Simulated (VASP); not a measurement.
SiC, 8 atoms in the cell. Symmetry: P2_1, No. 4, monoclinic system. Conventional cell: a = 3.056 Å, b = 5.016 Å, c = 5.293 Å, α = 90.00°, β = 90.00°, γ = 90.00°. Si (site symmetry 1) has 4 C at 1.87 to 1.89 Å within 2.5 Å. Si (site symmetry 1) has 4 C at 1.87 to 1.89 Å within 2.5 Å. Within 2.5 Å of C (site symmetry 1) lie 4 Si at 1.87 to 1.89 Å. Within 2.5 Å of C (site symmetry 1) lie 4 Si at 1.87 to 1.89 Å.  This cell differs from its parent crystal: atoms displaced along a vibrational mode.

* Program: VASP 6.6.1
* Task: single point
* Functional: LDA
* Potentials or basis: VASP PAW LDA potentials, release 64 (Si, C)
* Cutoff: 600 eV
* k mesh: 10 × 6 × 6
* Occupations: gaussian, width 0.05 eV
* Spin: no spin polarisation
* Dipole correction: no
* Further INCAR settings: ALGO = Normal; EDIFF = 1e-06; NBANDS = 26

Potentials or basis: VASP PAW LDA potentials, release 64 (Si, C).

The run is started by

```bash
$ cat potpaw_LDA.64/Si/POTCAR potpaw_LDA.64/C/POTCAR > POTCAR
$ mpirun -np 1 vasp_std > vasp.out
```

Hardware: 1 thread of Oxide Virtual Turin-like Processor, on a shared host.

**Question.** Estimate the wall time of this run.

**Answer.** It took 3.6 min on 1 thread of Oxide Virtual Turin-like Processor (shared host), peak memory 0.31 GiB. Counts: scf iterations 13, k points 128.
